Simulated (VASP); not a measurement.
SiSn2Ge3, 6 atoms in the cell. It takes space group P6mm (No. 183, hexagonal). Conventional cell: a = 5.470 Å, b = 5.470 Å, c = 5.730 Å, α = 90.00°, β = 90.00°, γ = 120.00°. Within 3.8 Å of Si (site symmetry 6mm) lie 6 Ge at 2.87 Å and 6 Sn at 3.70 Å. Sn (site symmetry 3m) has 3 Sn at 3.16 Å and 6 Ge at 3.20 to 3.34 Å and 3 Si at 3.70 Å within 4.2 Å. Ge (site symmetry 2mm) has 4 Ge at 2.73 Å and 2 Si at 2.87 Å and 4 Sn at 3.20 to 3.34 Å within 3.6 Å. 

| Item | Value |
| --- | --- |
| Program | VASP 6.6.1 |
| Task | single point |
| Functional | PBE |
| Potentials or basis | VASP PAW PBE potentials, release 64 (Si, Sn_d, Ge_d) |
| Cutoff | 520 eV |
| k mesh | 3 × 3 × 4 |
| Occupations | gaussian, width 0.1 eV |
| Spin | no spin polarisation |
| Dipole correction | no |
| Further INCAR settings | ALGO = Normal; EDIFF = 1e-06; NBANDS = 46 |

Potentials or basis: VASP PAW PBE potentials, release 64 (Si, Sn_d, Ge_d).

Launch:

```bash
$ cat potpaw_PBE.64/Si/POTCAR potpaw_PBE.64/Sn_d/POTCAR potpaw_PBE.64/Ge_d/POTCAR > POTCAR
$ mpirun -np 1 vasp_std > vasp.out
```

Hardware: 1 thread of Intel(R) Xeon(R) 6975P-C (Granite Rapids), with other jobs on the host.

**Question.** How long does it take, and how much memory?

**Answer.** Wall time 76 s on 1 thread of Intel(R) Xeon(R) 6975P-C (Granite Rapids) (shared host), peak memory 0.29 GiB. Counts: scf iterations 14, k points 9.
